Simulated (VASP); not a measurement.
# GeB2C3 (Pmmm) in VASP: further runs

GeB2C3 is run at these levels: PBE; tasks: single point, relaxation of cell and atoms.

Everything below comes from runs of VASP 6.6.1. Logs are shortened: lines on timing, memory, paths and dates and some standing lists are left out, and cuts for length are marked.

### Step 1. The cell of the first run

It takes space group Pmmm (No. 47, orthorhombic). The conventional cell has a = 3.646 Å, b = 4.781 Å, c = 5.675 Å, α = 90.00°, β = 90.00°, γ = 90.00°. Ge (site symmetry mmm) has 2 C at 1.82 Å within 2.4 Å. B (site symmetry mm2) has 1 C at 1.44 Å and 1 B at 1.54 Å within 1.9 Å. Within 1.7 Å of C (site symmetry mm2) lie 1 C at 1.25 Å and 1 B at 1.44 Å. Within 2.4 Å of C (site symmetry mmm) lie 2 Ge at 1.82 Å.

The cell was generated, and may not be a known phase.

### Step 2. Single point, PBE

Contents of INCAR:

```
PREC = Accurate
ENCUT = 520
EDIFF = 1E-6
ISMEAR = 0
SIGMA = 0.1
LREAL = False
LASPH = True
NELM = 60
ALGO = Normal
ISIF = 2
LWAVE = False
LCHARG = False
GGA = PE
NBANDS = 25
```

Contents of KPOINTS:

```
Automatic mesh
0
Gamma
  10 8 8
```

Contents of POSCAR:

```
GeB2C3
1.0
    3.6461082759      0.0000000000      0.0000000000
    0.0000000000      4.7811259127      0.0000000000
    0.0000000000      0.0000000000      5.6746000425
Ge B C
1 2 3
Direct
    0.5000000000      0.0000000000      0.0000000000
    0.5000000000      0.5000000000      0.8639418619
    0.5000000000      0.5000000000      0.1360581381
    0.5000000000      0.5000000000      0.3897479062
    0.5000000000      0.5000000000      0.6102520938
    0.0000000000      0.0000000000      0.0000000000
```

Potentials or basis: VASP PAW PBE potentials, release 64 (Ge_d, B, C).

The run is started by

```sh
cat potpaw_PBE.64/Ge_d/POTCAR potpaw_PBE.64/B/POTCAR potpaw_PBE.64/C/POTCAR > POTCAR
mpirun -np 1 vasp_std > vasp.out
```

OUTCAR:

```text
PREC = Accurate
   ENCUT = 520
   EDIFF = 1E-6
   ISMEAR = 0
   LREAL = False
   LASPH = True
   NELM = 60
   ISIF = 2
   GGA = PE

 ion  position               nearest neighbor table
   1  0.500  0.000  0.000-   6 1.82   6 1.82   2 2.51   2 2.51   3 2.51   3 2.51
   2  0.500  0.500  0.864-   5 1.44   3 1.54   1 2.51   1 2.51
   3  0.500  0.500  0.136-   4 1.44   2 1.54   1 2.51   1 2.51
   4  0.500  0.500  0.390-   5 1.25   3 1.44
   5  0.500  0.500  0.610-   4 1.25   2 1.44
   6  0.000  0.000  0.000-   1 1.82   1 1.82

  LATTYP: Found a simple orthorhombic cell.
 ALAT       =     3.6461082759
 B/A-ratio  =     1.3112956476
 C/A-ratio  =     1.5563443576

  Lattice vectors:

 A1 = (   3.6461082759,   0.0000000000,   0.0000000000)
 A2 = (   0.0000000000,   4.7811259127,   0.0000000000)
 A3 = (   0.0000000000,   0.0000000000,   5.6746000425)

Analysis of symmetry for initial positions (statically):
=====================================================================
 Subroutine PRICEL returns:
 Original cell was already a primitive cell.

 Routine SETGRP: Setting up the symmetry group for a
 simple orthorhombic supercell.

 Subroutine GETGRP returns: Found  8 space group operations
 (whereof  8 operations were pure point group operations)
 out of a pool of  8 trial point group operations.

The static configuration has the point symmetry D_2h.

Analysis of symmetry for dynamics (positions and initial velocities):
=====================================================================
 Subroutine PRICEL returns:
 Original cell was already a primitive cell.

 Routine SETGRP: Setting up the symmetry group for a
 simple orthorhombic supercell.

 Subroutine GETGRP returns: Found  8 space group operations
 (whereof  8 operations were pure point group operations)
 out of a pool of  8 trial point group operations.

The dynamic configuration has the point symmetry D_2h.

 Subroutine INISYM returns: Found  8 space group operations
 (whereof  8 operations are pure point group operations),
 and found     1 'primitive' translations

----------------------------------------------------------------------------------------

                                     Primitive cell

  volume of cell :      98.9225

  direct lattice vectors                    reciprocal lattice vectors
     3.646108276  0.000000000  0.000000000     0.274265031  0.000000000  0.000000000
     0.000000000  4.781125913  0.000000000     0.000000000  0.209155755  0.000000000
     0.000000000  0.000000000  5.674600042     0.000000000  0.000000000  0.176223873

  length of vectors
     3.646108276  4.781125913  5.674600042     0.274265031  0.209155755  0.176223873

  position of ions in fractional coordinates (direct lattice)
     0.500000000  0.000000000  0.000000000
     0.500000000  0.500000000  0.863941862
     0.500000000  0.500000000  0.136058138
     0.500000000  0.500000000  0.389747906
     0.500000000  0.500000000  0.610252094
     0.000000000  0.000000000  0.000000000

  ion indices of the primitive-cell ions
   primitive index   ion index
                 1           1
                 2           2
                 3           3
                 4           4
                 5           5
                 6           6

----------------------------------------------------------------------------------------

 KPOINTS: Automatic mesh

Automatic generation of k-mesh.
 Grid dimensions read from file:
 generate k-points for:   10    8    8

 Generating k-lattice:

  Cartesian coordinates                     Fractional coordinates (reciprocal lattice)
     0.027426503  0.000000000  0.000000000     0.100000000  0.000000000  0.000000000
     0.000000000  0.026144469  0.000000000     0.000000000  0.125000000  0.000000000
     0.000000000  0.000000000  0.022027984     0.000000000  0.000000000  0.125000000

  Length of vectors
     0.027426503  0.026144469  0.022027984

  Shift w.r.t. Gamma in fractional coordinates (k-lattice)
     0.000000000  0.000000000  0.000000000

 Subroutine IBZKPT returns following result:
 ===========================================

 Found    150 irreducible k-points:

 Following reciprocal coordinates:
            Coordinates               Weight
  0.000000  0.000000  0.000000      1.000000
  0.100000  0.000000  0.000000      2.000000
  0.200000  0.000000  0.000000      2.000000
  0.300000  0.000000  0.000000      2.000000
  0.400000  0.000000  0.000000      2.000000
  0.500000  0.000000  0.000000      1.000000
[... 16 lines left out ...]
  0.400000  0.375000  0.000000      4.000000
  0.500000  0.375000  0.000000      2.000000
 [... further k-points ...]
   k-points           NKPTS =    150   k-points in BZ     NKDIM =    150   number of bands    NBANDS=     25
   number of dos      NEDOS =    301   number of ions     NIONS =      6
   total plane-waves  NPLWV =  42336
   dimension x,y,z NGX =    28 NGY =   36 NGZ =   42
   dimension x,y,z NGXF=    56 NGYF=   72 NGZF=   84
   ions per type =               1   2   3
   NGX,Y,Z   is equivalent  to a cutoff of  12.77, 12.52, 12.30 a.u.
   NGXF,Y,Z  is equivalent  to a cutoff of  25.53, 25.04, 24.61 a.u.
 SYSTEM =  unknown system
   PREC   = accura    normal or accurate (medium, high low for compatibility)
   ISTART =      0    job   : 0-new  1-cont  2-samecut
   ICHARG =      2    charge: 1-file 2-atom 10-const
   ISPIN  =      1    spin polarized calculation?
   LNONCOLLINEAR =      F non collinear calculations
   LSORBIT =      F    spin-orbit coupling
   LASPH  =      T    aspherical Exc in radial PAW
   ENCUT  =  520.0 eV  38.22 Ry    6.18 a.u.   6.78  8.89 10.55*2*pi/ulx,y,z
   NELM   =     60;   NELMIN=  2; NELMDL= -5     # of ELM steps
   EDIFF  = 0.1E-05   stopping-criterion for ELM
   LREAL  =      F    real-space projection
   EDIFFG = 0.1E-04   stopping-criterion for IOM
   NSW    =      0    number of steps for IOM
   IBRION =     -1    ionic relax: 0-MD 1-quasi-New 2-CG
   NFREE  =      0    steps in history (QN), initial steepest desc. (CG)
   ISIF   =      2    stress and relaxation
   ISYM   =      2    0-nonsym 1-usesym 2-fastsym
   POTIM  = 0.5000    time-step for ionic-motion
   TEBEG  =    0.0;   TEEND  =   0.0 temperature during run
   PSTRESS=    0.0 pullay stress
   NELECT =      32.0000    total number of electrons
   NUPDOWN=      -1.0000    fix difference up-down
   EMIN   =  10.00;   EMAX   =-10.00  energy-range for DOS
   EFERMI =   0.00;   METHOD = LEGACY
   ISMEAR =     0;   SIGMA  =   0.10  broadening in eV -4-tet -1-fermi 0-gaus
   EFERMI_NEDOS =   21; number of points for ismear=-14 and -15
   IALGO  =     38    algorithm
   IMIX   =      4    mixing-type and parameters
     AMIX     =   0.40;   BMIX     =  1.00
     AMIX_MAG =   1.60;   BMIX_MAG =  1.00
  volume/ion in A,a.u.               =      16.49       111.26
  Fermi-wavevector in a.u.,A,eV,Ry     =   1.123811  2.123694 17.183484  1.262950
  Thomas-Fermi vector in A             =   2.260479
   LORBIT       =      0    0 simple, 1 ext, 2 COOP (PROOUT), +10 PAW based schemes
   GGA     = PE    functional components
   LHFCALC =     F    Hartree Fock is set to
   AEXX    =    0.0000 exact exchange contribution
   IVDW    =     0    specifies the selected vdW correction
   LEPSILON=     F    determine dielectric tensor
   LRPA    =     F    only Hartree local field effects (RPA)
 non-spin polarized calculation
 Gauss-broadening in eV      SIGMA  =   0.10
  energy-cutoff  :      520.00
  volume of cell :       98.92
 maximum number of plane-waves:      2686
 NGX is ok and might be reduce to    28
   NGX = 13   NGY = 17   NGZ = 21

 number of electron      31.9999996 magnetization

 Free energy of the ion-electron system (eV)
  ---------------------------------------------------
  ext. energy  EPLUGINS =         0.00000000
  ---------------------------------------------------
  free energy    TOTEN  =       -37.45343357 eV

  energy without entropy =      -37.44497488  energy(sigma->0) =      -37.44920423

 E-fermi :   1.1480     XC(G=0):  -8.3282

 val. band max:        1.1374203465   @ k =   0.2000   0.2500   0.1250
 cond. band min:       1.1570919867   @ k =   0.4000   0.3750   0.0000
 fundamental gap:      0.0196716402
 Fermi energy:         1.1479788493

 k-point     1 :       0.0000    0.0000    0.0000
  band No.  band energies     occupation
      1     -23.9207      2.00000
      2     -23.8974      2.00000
      3     -23.8944      2.00000
      4     -23.7483      2.00000
      5     -23.7336      2.00000
      6     -13.4278      2.00000
[... 17 lines left out ...]
     24       9.3205      0.00000
     25      10.5393      0.00000

 k-point     2 :       0.1000    0.0000    0.0000
  band No.  band energies     occupation
      1     -23.9187      2.00000
      2     -23.8973      2.00000
      3     -23.8940      2.00000
      4     -23.7494      2.00000
      5     -23.7348      2.00000
      6     -13.4059      2.00000
[... 17 lines left out ...]
     24       9.6632      0.00000
     25      10.5572      0.00000

 k-point     3 :       0.2000    0.0000    0.0000
  band No.  band energies     occupation
      1     -23.9138      2.00000
      2     -23.8972      2.00000
      3     -23.8929      2.00000
      4     -23.7524      2.00000
      5     -23.7378      2.00000
      6     -13.3487      2.00000
[... 17 lines left out ...]
     24      10.4967      0.00000
     25      10.6068      0.00000

 k-point     4 :       0.3000    0.0000    0.0000
  band No.  band energies     occupation
      1     -23.9086      2.00000
      2     -23.8971      2.00000
      3     -23.8907      2.00000
      4     -23.7560      2.00000
      5     -23.7415      2.00000
      6     -13.2784      2.00000
[... 17 lines left out ...]
     24      10.3293      0.00000
     25      10.6867      0.00000

 k-point     5 :       0.4000    0.0000    0.0000
  band No.  band energies     occupation
      1     -23.9053      2.00000
      2     -23.8970      2.00000
      3     -23.8880      2.00000
      4     -23.7589      2.00000
      5     -23.7446      2.00000
      6     -13.2217      2.00000
[... 17 lines left out ...]
     24      10.2022      0.00000
     25      10.6463      0.00000

 k-point     6 :       0.5000    0.0000    0.0000
  band No.  band energies     occupation
      1     -23.9043      2.00000
      2     -23.8969      2.00000
      3     -23.8867      2.00000
      4     -23.7600      2.00000
      5     -23.7457      2.00000
      6     -13.2001      2.00000
[... 17 lines left out ...]
     24       9.6749      0.00000
     25      10.8097      0.00000
[... 393 lines left out ...]
 k-point    21 :       0.2000    0.3750    0.0000
  band No.  band energies     occupation
      1     -23.9138      2.00000
      2     -23.8973      2.00000
      3     -23.8916      2.00000
      4     -23.7524      2.00000
      5     -23.7381      2.00000
      6     -13.2753      2.00000
[... 17 lines left out ...]
     24       7.9962      0.00000
     25      10.0632      0.00000

 k-point    22 :       0.3000    0.3750    0.0000
  band No.  band energies     occupation
      1     -23.9085      2.00000
      2     -23.8972      2.00000
      3     -23.8894      2.00000
      4     -23.7560      2.00000
      5     -23.7419      2.00000
      6     -13.2228      2.00000
[... 17 lines left out ...]
     24       8.2391      0.00000
     25      10.6631      0.00000

 k-point    23 :       0.4000    0.3750    0.0000
  band No.  band energies     occupation
      1     -23.9051      2.00000
      2     -23.8971      2.00000
      3     -23.8868      2.00000
      4     -23.7589      2.00000
      5     -23.7449      2.00000
      6     -13.1798      2.00000
[... 17 lines left out ...]
     24       8.4643      0.00000
     25      10.8063      0.00000

 k-point    24 :       0.5000    0.3750    0.0000
  band No.  band energies     occupation
      1     -23.9040      2.00000
      2     -23.8970      2.00000
      3     -23.8856      2.00000
      4     -23.7600      2.00000
      5     -23.7460      2.00000
      6     -13.1631      2.00000
[... 17 lines left out ...]
     24       8.5577      0.00000
     25      10.9563      0.00000

 [... further k-points ...]

------------------------ aborting loop because EDIFF is reached ----------------------------------------

  FORCE on cell =-STRESS in cart. coord.  units (eV):
  Direction    XX          YY          ZZ          XY          YZ          ZX
  --------------------------------------------------------------------------------------
  -------------------------------------------------------------------------------------
  Total       -0.2447819     -0.0004536     -0.0228853     -0.0000000      0.0000000      0.0000000
  in kB       -3.9645583     -0.0073461     -0.3706572     -0.0000000      0.0000000      0.0000000
  external PRESSURE =      -1.4475205 kB  Pullay stress =       0.0000000 kB

 VOLUME and BASIS-vectors are now :
 -----------------------------------------------------------------------------
  energy-cutoff  :      520.00
  volume of cell :       98.92
      direct lattice vectors                 reciprocal lattice vectors
     3.646108276  0.000000000  0.000000000     0.274265031  0.000000000  0.000000000
     0.000000000  4.781125913  0.000000000     0.000000000  0.209155755  0.000000000
     0.000000000  0.000000000  5.674600042     0.000000000  0.000000000  0.176223873

 POSITION                                       TOTAL-FORCE (eV/Angst)
 -----------------------------------------------------------------------------------
      1.82305      0.00000      0.00000         0.000000      0.000000      0.000000
      1.82305      2.39056      4.90252         0.000000      0.000000     -0.003211
      1.82305      2.39056      0.77208         0.000000      0.000000      0.003211
      1.82305      2.39056      2.21166         0.000000      0.000000     -0.058782
      1.82305      2.39056      3.46294         0.000000      0.000000      0.058782
      0.00000      0.00000      0.00000         0.000000      0.000000      0.000000
 -----------------------------------------------------------------------------------
    total drift:                                0.000000     -0.000000     -0.000000

  FREE ENERGIE OF THE ION-ELECTRON SYSTEM (eV)
  ---------------------------------------------------
  free  energy   TOTEN  =       -37.4534335711 eV

  energy  without entropy=      -37.4449748828  energy(sigma->0) =      -37.44920423
```

Run time: 9 min. Hardware: 1 thread of Intel Xeon 8259CL, shared host; peak memory 0.45 GiB.

What came out:

| Quantity | Value |
| --- | --- |
| Free energy | -37.4534 eV |
| Pressure | -0.1 GPa |
| Largest force | 0.059 eV/Å |
| Band gap on the k mesh | zero (bands 16 and 17 overlap by 1.26 eV) |

Forces in eV/Å, atoms in the order of the input:
```
Ge   0.000  0.000  0.000
B    0.000  0.000 -0.003
B    0.000  0.000  0.003
C    0.000  0.000 -0.059
C    0.000  0.000  0.059
C    0.000  0.000  0.000
```

Stress tensor (GPa, compression positive):
```
-0.40  0.00  0.00
 0.00  0.00  0.00
 0.00  0.00 -0.04
```

### Step 3. Relaxation of cell and atoms, PBE

This run uses another cell than the first one, of 16.81 Å³/atom.

Contents of INCAR:

```
PREC = Accurate
ENCUT = 600
EDIFF = 1E-6
ISMEAR = 0
SIGMA = 0.1
LREAL = False
LASPH = True
NELM = 100
ALGO = Normal
ISIF = 3
LWAVE = False
LCHARG = False
GGA = PE
IBRION = 2
NSW = 90
EDIFFG = -0.04
```

Contents of KPOINTS:

```
Automatic mesh
0
Gamma
  6 4 4
```

Contents of POSCAR:

```
GeB2C3
1.0
    3.6989999206      0.0000000000      0.0000000000
    0.0000000000      4.8048726171      0.0000000000
    0.0000000000      0.0000000000      5.6750059198
Ge B C
1 2 3
Direct
    0.5000000000      0.0000000000      0.0000000000
    0.5000000000      0.5000000000      0.8635683204
    0.5000000000      0.5000000000      0.1364316796
    0.5000000000      0.5000000000      0.3896079928
    0.5000000000      0.5000000000      0.6103920072
    0.0000000000      0.0000000000      0.0000000000
```

Potentials or basis: VASP PAW PBE potentials, release 64 (Ge_d, B, C).

The run is started by

```sh
cat potpaw_PBE.64/Ge_d/POTCAR potpaw_PBE.64/B/POTCAR potpaw_PBE.64/C/POTCAR > POTCAR
mpirun -np 1 vasp_std > vasp.out
```

Wall time 11 min (1 thread of Intel Xeon 8259CL, shared host); peak memory 0.29 GiB.

The run converged. Its results:

```yaml
Free_energy: -37.4954 eV
Relaxed_volume: 16.53 Å³/atom
Relaxed_cell: a = 3.657 Å, b = 4.776 Å, c = 5.677 Å, α = 90.00°, β = 90.00°, γ = 90.00°
Space_group_after_relaxing_to_0.1_Å: Pmmm (No. 47)
Energy_gained_by_relaxing: 1.7 meV/atom
Ionic_steps: 7
Pressure_after_relaxing: 0.0 GPa
Largest_force_after_relaxing: 0.011 eV/Å
Band_gap_on_the_k_mesh: zero (bands 16 and 17 overlap by 1.17 eV)
```

Forces in eV/Å, atoms in the order of the input:
```
Ge   0.000  0.000  0.000
B    0.000  0.000  0.011
B    0.000  0.000 -0.011
C    0.000  0.000 -0.001
C    0.000  0.000  0.001
C    0.000  0.000  0.000
```

Stress tensor (GPa, compression positive):
```
 0.25  0.00  0.00
 0.00 -0.32  0.00
 0.00  0.00 -0.03
```

Step by step:
| step | energy change (eV) | largest force (eV/Å) | pressure (GPa) | volume (Å³) |
| --- | --- | --- | --- | --- |
| 1 | 0.0000 | 0.2627 | -1.05 | 100.86 |
| 2 | 0.0228 | 2.2642 | 0.53 | 99.26 |
| 3 | -0.0042 | 0.4301 | -0.56 | 100.41 |
| 4 | -0.0090 | 0.2264 | -0.40 | 99.33 |
| 5 | -0.0093 | 0.2070 | -0.40 | 99.53 |
| 6 | -0.0101 | 0.1016 | 0.09 | 99.00 |
| 7 | -0.0103 | 0.0107 | -0.03 | 99.16 |

Final structure:
```
CELL_PARAMETERS angstrom
3.65698 0.00000 0.00000
0.00000 4.77606 0.00000
0.00000 0.00000 5.67707
ATOMIC_POSITIONS crystal
Ge 0.50000 0.00000 0.00000
B 0.50000 0.50000 0.86394
B 0.50000 0.50000 0.13606
C 0.50000 0.50000 0.38987
C 0.50000 0.50000 0.61013
C 0.00000 0.00000 0.00000
```

Levels at points of the mesh, in eV from the Fermi level:
```csv
k point,band 13,band 14,band 15,band 16,band 17,band 18,band 19,band 20
"(0.00, 0.00, 0.00)",-2.88,-2.23,-2.16,-0.22,0.59,2.05,2.06,2.11
"(0.50, 0.00, 0.00)",-4.20,-1.28,-0.86,-0.63,0.39,0.89,1.12,1.38
"(0.00, 0.50, 0.00)",-3.08,-3.04,-1.34,-0.77,1.73,1.76,2.10,3.26
"(0.50, 0.50, 0.00)",-3.31,-1.44,-1.09,-0.31,0.57,1.26,2.34,3.66
"(0.00, 0.00, 0.50)",-3.45,-2.68,-2.30,-0.18,-0.12,1.18,4.90,4.94
"(0.50, 0.00, 0.50)",-3.91,-3.26,-1.94,-0.62,-0.26,0.97,4.61,5.31
"(0.00, 0.50, 0.50)",-2.91,-2.66,-1.51,-0.77,-0.49,2.22,4.54,5.42
"(0.50, 0.50, 0.50)",-3.77,-3.25,-0.53,-0.41,1.16,1.21,3.65,5.35
```

The gap in the log of VASP goes by the Fermi energy; the results here count the filled bands.